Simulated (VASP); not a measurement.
Here is a VASP 6.6.1 calculation.

File POSCAR:

```
TiO2
1.0
    2.7060340000     -2.7066550000      0.0000000000
    2.7060340000      2.7066550000      0.0000000000
   -2.6335310000      0.0000000000      4.7966370000
Ti O
2 4
Direct
    0.1341100000      0.8658900000      0.2500000000
    0.8658900000      0.1341100000      0.7500000000
    0.3312210000      0.0887550000      0.6671490000
    0.6687790000      0.9112450000      0.3328510000
    0.9112450000      0.6687790000      0.8328510000
    0.0887550000      0.3312210000      0.1671490000
```

INCAR.step1

```
SYSTEM = TiO2
ALGO = Normal
EDIFF = 1E-4
ENCUT = 520
GGA = PE
ISMEAR = 1
LASPH = .True.
LCHARG = .False.
LREAL = .False.
LWAVE = .True.
NBANDS = 33
NELM = 80
PREC = Accurate
SIGMA = 0.13
```

File INCAR.step2:

```
SYSTEM = TiO2
ALGO = Normal
EDIFF = 1E-7
ENCUT = 520
ISIF = 2
ISMEAR = 1
ISTART = 1
LASPH = .True.
LCHARG = .False.
LMIXTAU = .True.
LREAL = .False.
LWAVE = .False.
METAGGA = R2SCAN
NBANDS = 33
NELM = 80
PREC = Accurate
SIGMA = 0.13
```

Contents of KPOINTS:

```
k-points
0
Gamma
  8 8 6
  0 0 0
```

Potentials or basis: VASP PAW PBE potentials, release 64 (Ti_sv, O).

Command:

```bash
$ cat potpaw_PBE.64/Ti_sv/POTCAR potpaw_PBE.64/O/POTCAR > POTCAR
$ cp INCAR.step1 INCAR
$ mpirun -np 1 vasp_std > vasp.out
$ cp INCAR.step2 INCAR
$ mpirun -np 1 vasp_std > vasp.out
```

**Question.** Estimate the band gap on the k mesh.

**Answer.** 2.46 eV, indirect (least direct gap 2.82 eV).

**Question.** What does it give for the pressure?

**Answer.** -5.2 GPa.

**Question.** What does it give for the largest force?

**Answer.** 0.198 eV/Å.

Forces in eV/Å, atoms in the order of the input:
```
Ti   0.000  0.095  0.000
Ti   0.000 -0.095  0.000
O   -0.004 -0.030 -0.195
O    0.004  0.030  0.195
O    0.004 -0.030  0.195
O   -0.004  0.030 -0.195
```

Caveat: the PAW data sets were made with another functional, which shifts forces and pressure a little. A k mesh can miss the band edges.
